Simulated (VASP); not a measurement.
# Cs2Br3 (R-3c) in VASP: relaxation of cell and atoms with PBE

Aim: the relaxation of cell and atoms of Cs2Br3 with PBE.

All numbers are computed with VASP 6.6.1; they aren't measurements. Logs are shortened: lines on timing, memory, paths and dates and some standing lists are left out, and cuts for length are marked.

## (1) The cell of the first run

Symmetry: R-3c, No. 167, trigonal system. Conventional cell: a = 7.746 Å, b = 7.746 Å, c = 21.147 Å, α = 90.00°, β = 90.00°, γ = 120.00°. Cs (site symmetry 3) has 6 Br at 3.02 to 3.21 Å within 4.0 Å. Br (site symmetry 2) has 4 Cs at 3.02 to 3.21 Å and 12 Br at 4.11 to 4.66 Å within 4.7 Å.

## (2) Relaxation of cell and atoms, PBE

File INCAR:

```
PREC = Accurate ; ENCUT = 600
EDIFF = 1E-6 ; ISMEAR = 0
SIGMA = 0.1 ; LREAL = False
LASPH = True ; NELM = 60
ALGO = Normal ; ISIF = 3
LWAVE = False ; LCHARG = False
GGA = PE ; IBRION = 2
NSW = 90 ; EDIFFG = -0.04
```

File KPOINTS:

```
Automatic mesh
0
Gamma
  3 3 3
```

File POSCAR:

```
Cs2Br3
1.0
    3.8727971156      2.2359604572      7.0490723307
   -3.8727971156      2.2359604572      7.0490723307
    0.0000000000     -4.4719209145      7.0490723307
Cs Br
4 6
Direct
    0.8521800000      0.8521800000      0.8521800000
    0.6478200000      0.6478200000      0.6478200000
    0.1478200000      0.1478200000      0.1478200000
    0.3521800000      0.3521800000      0.3521800000
    0.0562500000      0.4437500000      0.7500000000
    0.7500000000      0.0562500000      0.4437500000
    0.4437500000      0.7500000000      0.0562500000
    0.9437500000      0.5562500000      0.2500000000
    0.2500000000      0.9437500000      0.5562500000
    0.5562500000      0.2500000000      0.9437500000
```

Potentials or basis: VASP PAW PBE potentials, release 64 (Cs_sv, Br).

The run is started by

```
$ cat potpaw_PBE.64/Cs_sv/POTCAR potpaw_PBE.64/Br/POTCAR > POTCAR
$ mpirun -np 1 vasp_std > vasp.out
```

OUTCAR:

```text
PREC = Accurate
   ENCUT = 600
   EDIFF = 1E-6
   ISMEAR = 0
   LREAL = False
   LASPH = True
   NELM = 60
   ISIF = 3
   GGA = PE
   IBRION = 2
   NSW = 90
   EDIFFG = -0.04

 ion  position               nearest neighbor table
   1  0.852  0.852  0.852-
   2  0.648  0.648  0.648-
   3  0.148  0.148  0.148-
   4  0.352  0.352  0.352-
   5  0.056  0.444  0.750-
   6  0.750  0.056  0.444-
   7  0.444  0.750  0.056-
   8  0.944  0.556  0.250-
   9  0.250  0.944  0.556-
  10  0.556  0.250  0.944-

  LATTYP: Found a trigonal (rhomboedric) cell.
 ALAT       =     8.3479037721
 COS(alpha) =     0.5695481095

  Lattice vectors:

 A1 = (   3.8727971156,   2.2359604572,   7.0490723307)
 A2 = (  -3.8727971156,   2.2359604572,   7.0490723307)
 A3 = (   0.0000000000,  -4.4719209145,   7.0490723307)

Analysis of symmetry for initial positions (statically):
=====================================================================
 Subroutine PRICEL returns:
 Original cell was already a primitive cell.

 Routine SETGRP: Setting up the symmetry group for a
 trigonal (rhombohedral) supercell.

 Subroutine GETGRP returns: Found 12 space group operations
 (whereof  6 operations were pure point group operations)
 out of a pool of 12 trial point group operations.

The static configuration has the point symmetry S_6 .
 The point group associated with its full space group is D_3d.

Analysis of symmetry for dynamics (positions and initial velocities):
=====================================================================
 Subroutine PRICEL returns:
 Original cell was already a primitive cell.

 Routine SETGRP: Setting up the symmetry group for a
 trigonal (rhombohedral) supercell.

 Subroutine GETGRP returns: Found 12 space group operations
 (whereof  6 operations were pure point group operations)
 out of a pool of 12 trial point group operations.

The dynamic configuration has the point symmetry S_6 .
 The point group associated with its full space group is D_3d.

 Subroutine INISYM returns: Found 12 space group operations
 (whereof  6 operations are pure point group operations),
 and found     1 'primitive' translations

----------------------------------------------------------------------------------------

                                     Primitive cell

  volume of cell :     366.2453

  direct lattice vectors                    reciprocal lattice vectors
     3.872797116  2.235960457  7.049072331     0.129105653  0.074539183  0.047287546
    -3.872797116  2.235960457  7.049072331    -0.129105653  0.074539183  0.047287546
     0.000000000 -4.471920915  7.049072331     0.000000000 -0.149078367  0.047287546

  length of vectors
     8.347903772  8.347903772  8.347903772     0.156398438  0.156398438  0.156398438

  position of ions in fractional coordinates (direct lattice)
     0.852180000  0.852180000  0.852180000
     0.647820000  0.647820000  0.647820000
     0.147820000  0.147820000  0.147820000
     0.352180000  0.352180000  0.352180000
     0.056250000  0.443750000  0.750000000
     0.750000000  0.056250000  0.443750000
     0.443750000  0.750000000  0.056250000
     0.943750000  0.556250000  0.250000000
     0.250000000  0.943750000  0.556250000
     0.556250000  0.250000000  0.943750000

  ion indices of the primitive-cell ions
   primitive index   ion index
                 1           1
                 2           2
                 3           3
                 4           4
                 5           5
                 6           6
                 7           7
                 8           8
                 9           9
                10          10

----------------------------------------------------------------------------------------

 KPOINTS: Automatic mesh

Automatic generation of k-mesh.
 Grid dimensions read from file:
 generate k-points for:    3    3    3

 Generating k-lattice:

  Cartesian coordinates                     Fractional coordinates (reciprocal lattice)
     0.043035218  0.024846394  0.015762515     0.333333333  0.000000000 -0.000000000
    -0.043035218  0.024846394  0.015762515     0.000000000  0.333333333 -0.000000000
     0.000000000 -0.049692789  0.015762515    -0.000000000 -0.000000000  0.333333333

  Length of vectors
     0.052132813  0.052132813  0.052132813

  Shift w.r.t. Gamma in fractional coordinates (k-lattice)
     0.000000000  0.000000000  0.000000000

 Subroutine IBZKPT returns following result:
 ===========================================

 Found      6 irreducible k-points:

 Following reciprocal coordinates:
            Coordinates               Weight
  0.000000  0.000000  0.000000      1.000000
  0.333333 -0.000000 -0.000000      6.000000
  0.333333  0.333333 -0.000000      6.000000
 -0.333333  0.333333  0.000000      6.000000
  0.333333  0.333333  0.333333      2.000000
 -0.333333  0.333333  0.333333      6.000000
   k-points           NKPTS =      6   k-points in BZ     NKDIM =      6   number of bands    NBANDS=     46
   number of dos      NEDOS =    301   number of ions     NIONS =     10
   total plane-waves  NPLWV = 343000
   dimension x,y,z NGX =    70 NGY =   70 NGZ =   70
   dimension x,y,z NGXF=   140 NGYF=  140 NGZF=  140
   ions per type =               4   6
   NGX,Y,Z   is equivalent  to a cutoff of  13.94, 13.94, 13.94 a.u.
   NGXF,Y,Z  is equivalent  to a cutoff of  27.88, 27.88, 27.88 a.u.
 SYSTEM =  unknown system
   PREC   = accura    normal or accurate (medium, high low for compatibility)
   ISTART =      0    job   : 0-new  1-cont  2-samecut
   ICHARG =      2    charge: 1-file 2-atom 10-const
   ISPIN  =      1    spin polarized calculation?
   LNONCOLLINEAR =      F non collinear calculations
   LSORBIT =      F    spin-orbit coupling
   LASPH  =      T    aspherical Exc in radial PAW
   ENCUT  =  600.0 eV  44.10 Ry    6.64 a.u.  16.67 16.67 16.67*2*pi/ulx,y,z
   NELM   =     60;   NELMIN=  2; NELMDL= -5     # of ELM steps
   EDIFF  = 0.1E-05   stopping-criterion for ELM
   LREAL  =      F    real-space projection
   EDIFFG = -.4E-01   stopping-criterion for IOM
   NSW    =     90    number of steps for IOM
   IBRION =      2    ionic relax: 0-MD 1-quasi-New 2-CG
   NFREE  =      1    steps in history (QN), initial steepest desc. (CG)
   ISIF   =      3    stress and relaxation
   ISYM   =      2    0-nonsym 1-usesym 2-fastsym
   POTIM  = 0.5000    time-step for ionic-motion
   TEBEG  =    0.0;   TEEND  =   0.0 temperature during run
   PSTRESS=    0.0 pullay stress
   NELECT =      78.0000    total number of electrons
   NUPDOWN=      -1.0000    fix difference up-down
   EMIN   =  10.00;   EMAX   =-10.00  energy-range for DOS
   EFERMI =   0.00;   METHOD = LEGACY
   ISMEAR =     0;   SIGMA  =   0.10  broadening in eV -4-tet -1-fermi 0-gaus
   EFERMI_NEDOS =   21; number of points for ismear=-14 and -15
   IALGO  =     38    algorithm
   IMIX   =      4    mixing-type and parameters
     AMIX     =   0.40;   BMIX     =  1.00
     AMIX_MAG =   1.60;   BMIX_MAG =  1.00
  volume/ion in A,a.u.               =      36.62       247.15
  Fermi-wavevector in a.u.,A,eV,Ry     =   0.977648  1.847486 13.004378  0.955795
  Thomas-Fermi vector in A             =   2.108361
   LORBIT       =      0    0 simple, 1 ext, 2 COOP (PROOUT), +10 PAW based schemes
   GGA     = PE    functional components
   LHFCALC =     F    Hartree Fock is set to
   AEXX    =    0.0000 exact exchange contribution
   IVDW    =     0    specifies the selected vdW correction
   LEPSILON=     F    determine dielectric tensor
   LRPA    =     F    only Hartree local field effects (RPA)
 conjugate gradient relaxation of ions
 non-spin polarized calculation
 Gauss-broadening in eV      SIGMA  =   0.10
  energy-cutoff  :      600.00
  volume of cell :      366.25
 maximum number of plane-waves:     12233
 NGX is ok and might be reduce to    70
   NGX = 33   NGY = 33   NGZ = 33

--------------------------------------- Ionic step        1  -------------------------------------------

 number of electron      77.9999992 magnetization

 Free energy of the ion-electron system (eV)
  ---------------------------------------------------
  ext. energy  EPLUGINS =         0.00000000
  ---------------------------------------------------
  free energy    TOTEN  =       -20.99333203 eV

  energy without entropy =      -20.92942754  energy(sigma->0) =      -20.96137978

------------------------ aborting loop because EDIFF is reached ----------------------------------------

  FORCE on cell =-STRESS in cart. coord.  units (eV):
  Direction    XX          YY          ZZ          XY          YZ          ZX
  --------------------------------------------------------------------------------------
  -------------------------------------------------------------------------------------
  Total       24.4448135     24.4448135     20.7632313     -0.0000000     -0.0000000     -0.0000000
  in kB      106.9363186    106.9363187     90.8308632     -0.0000000     -0.0000000     -0.0000000
  external PRESSURE =     101.5678335 kB  Pullay stress =       0.0000000 kB
[... 113 lines left out ...]
  FREE ENERGIE OF THE ION-ELECTRON SYSTEM (eV)
  ---------------------------------------------------
  free  energy   TOTEN  =       -25.4727759830 eV

  energy  without entropy=      -25.2884032497  energy(sigma->0) =      -25.38058962

[... ionic steps 4 to 17 ...]

--------------------------------------- Ionic step       18  -------------------------------------------

 number of electron      77.9999997 magnetization

------------------------ aborting loop because EDIFF is reached ----------------------------------------

  FORCE on cell =-STRESS in cart. coord.  units (eV):
  Direction    XX          YY          ZZ          XY          YZ          ZX
  --------------------------------------------------------------------------------------
  -------------------------------------------------------------------------------------
  Total       -0.4187841     -0.4187841     -0.1752260      0.0000000      0.0000000      0.0000000
  in kB       -1.1234099     -1.1234099     -0.4700527      0.0000000      0.0000000      0.0000000
  external PRESSURE =      -0.9056242 kB  Pullay stress =       0.0000000 kB
[... 73 lines left out ...]
  energy  without entropy=      -25.5179522420  energy(sigma->0) =      -25.60190084

--------------------------------------- Ionic step       20  -------------------------------------------

 number of electron      78.0000001 magnetization

 Free energy of the ion-electron system (eV)
  ---------------------------------------------------
  ext. energy  EPLUGINS =         0.00000000
  ---------------------------------------------------
  free energy    TOTEN  =       -25.69934814 eV

  energy without entropy =      -25.52441939  energy(sigma->0) =      -25.61188377

 E-fermi :  -2.6309     XC(G=0):  -6.1107

 val. band max:       -2.6380895090   @ k =  -0.3333   0.3333   0.3333
 cond. band min:      -2.6199086251   @ k =   0.3333   0.3333  -0.0000
 fundamental gap:      0.0181808839
 Fermi energy:        -2.6309150896

 k-point     1 :       0.0000    0.0000    0.0000
  band No.  band energies     occupation
      1     -22.0081      2.00000
      2     -22.0024      2.00000
      3     -21.9991      2.00000
      4     -21.9973      2.00000
      5     -15.0243      2.00000
      6     -15.0055      2.00000
[... 320 lines left out ...]
  FREE ENERGIE OF THE ION-ELECTRON SYSTEM (eV)
  ---------------------------------------------------
  free  energy   TOTEN  =       -25.6993481421 eV

  energy  without entropy=      -25.5244193883  energy(sigma->0) =      -25.61188377

 reached required accuracy - stopping structural energy minimisation
```

It took 50 min on 1 thread of Intel Xeon Platinum 8259CL at 2.50GHz (Skylake/Cascade Lake), shared host; peak memory 0.79 GiB.

What came out:

* Free energy: -25.6993 eV
* Relaxed volume: 58.90 Å³/atom
* Relaxed cell: a = 10.017 Å, b = 10.017 Å, c = 10.017 Å, α = 52.70°, β = 52.70°, γ = 52.70°
* Space group after relaxing (to 0.1 Å): R-3c (No. 167)
* Energy gained by relaxing: 470.6 meV/atom
* Ionic steps: 20
* Pressure after relaxing: 0.0 GPa
* Largest force after relaxing: 0.010 eV/Å
* Band gap on the k mesh: zero (bands 39 and 40 overlap by 0.02 eV)

Forces in eV/Å, atoms in the order of the input:
```
Cs   0.000  0.000  0.006
Cs   0.000  0.000 -0.006
Cs   0.000  0.000 -0.006
Cs   0.000  0.000  0.006
Br  -0.010  0.000  0.000
Br   0.005 -0.009  0.000
Br   0.005  0.009  0.000
Br   0.010  0.000  0.000
Br  -0.005  0.009  0.000
Br  -0.005 -0.009  0.000
```

Step by step:
```
step  energy change (eV)  largest force (eV/Å)  pressure (GPa)  volume (Å³)
   1              0.0000                0.2936           10.16       366.25
   2             -4.1597                0.1668            1.63       503.57
   3             -4.4794                0.1363            0.67       548.41
   4             -4.5199                0.0925           -0.40       645.89
   5             -4.5798                0.1064           -0.07       605.59
   6             -4.5810                0.1093           -0.01       599.12
   7             -4.5853                0.1035           -0.01       598.84
   8             -4.5962                0.0859            0.00       597.98
   9             -4.6084                0.0538            0.02       596.25
  10             -4.6095                0.0795            0.03       595.50
  11             -4.6170                0.0741            0.00       598.72
  12             -4.6325                0.0567           -0.10       608.41
  13             -4.6339                0.0164           -0.30       627.90
  14             -4.6382                0.0354           -0.21       618.59
  15             -4.6414                0.0341           -0.20       617.63
  16             -4.6507                0.0321           -0.19       614.76
  17             -4.6672                0.0267           -0.15       608.97
  18             -4.6941                0.0173           -0.09       597.26
  19             -4.6925                0.0469            0.08       573.30
  20             -4.7060                0.0102           -0.05       588.97
```

Final structure:
```
Cs Br
1.0
     4.44615    2.56699    8.60076
    -4.44615    2.56699    8.60076
     0.00000   -5.13397    8.60076
Cs Br
4 6
Direct
  0.85969 0.85969 0.85969
  0.64031 0.64031 0.64031
  0.14031 0.14031 0.14031
  0.35969 0.35969 0.35969
  0.00989 0.49011 0.75000
  0.75000 0.00989 0.49011
  0.49011 0.75000 0.00989
  0.99011 0.50989 0.25000
  0.25000 0.99011 0.50989
  0.50989 0.25000 0.99011
```

Caveat: the volume moved by over 15 % at a fixed basis, so the end points are rough; spin-orbit coupling is left out, which moves the levels of the heavy elements.
